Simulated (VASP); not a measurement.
Set up this calculation in VASP 6.6.1, as the native input.

```yaml
Task: single point
Functional: LDA
Potentials_or_basis: VASP PAW LDA potentials, release 64 (Mo_sv, Rh_pv)
Cutoff: 520 eV
k_mesh: 9 × 9 × 5
Occupations: fermi-dirac, width 0.15 eV
Spin: no spin polarisation
Dipole_correction: no
Further_INCAR_settings: ALGO = Normal; EDIFF = 1e-07; NBANDS = 22
```

The structure of MoRh lies in POSCAR:

```
MoRh
1.0
    2.8185367998      0.0000000000      0.0000000000
   -1.4092678958      2.4409244776      0.0000000000
    0.0000000000      0.0000000000      4.4740411177
Mo Rh
1 1
Direct
    0.0000000000      0.0000000000      0.5000000000
    0.3333333333      0.6666666667      0.0000000000
```

One way to write it, as run:

INCAR

```
PREC = Accurate ; ENCUT = 520
EDIFF = 1E-7 ; ISMEAR = -1
SIGMA = 0.15 ; LREAL = False
LASPH = True ; NELM = 80
ALGO = Normal ; ISIF = 2
LWAVE = False ; LCHARG = True
GGA = CA ; LELF = True
LVHAR = True ; NBANDS = 22
```

KPOINTS

```
regular mesh
0
Gamma
  9 9 5
```

Potentials or basis: VASP PAW LDA potentials, release 64 (Mo_sv, Rh_pv).

Launch:

```sh
$ cat potpaw_LDA.64/Mo_sv/POTCAR potpaw_LDA.64/Rh_pv/POTCAR > POTCAR
$ mpirun -np 1 vasp_std > vasp.out
```

Results of the run:

The pressure is -21.6 GPa.

Wall time 40 s on 1 thread of Intel Xeon 8259CL (shared host), peak memory 0.15 GiB.
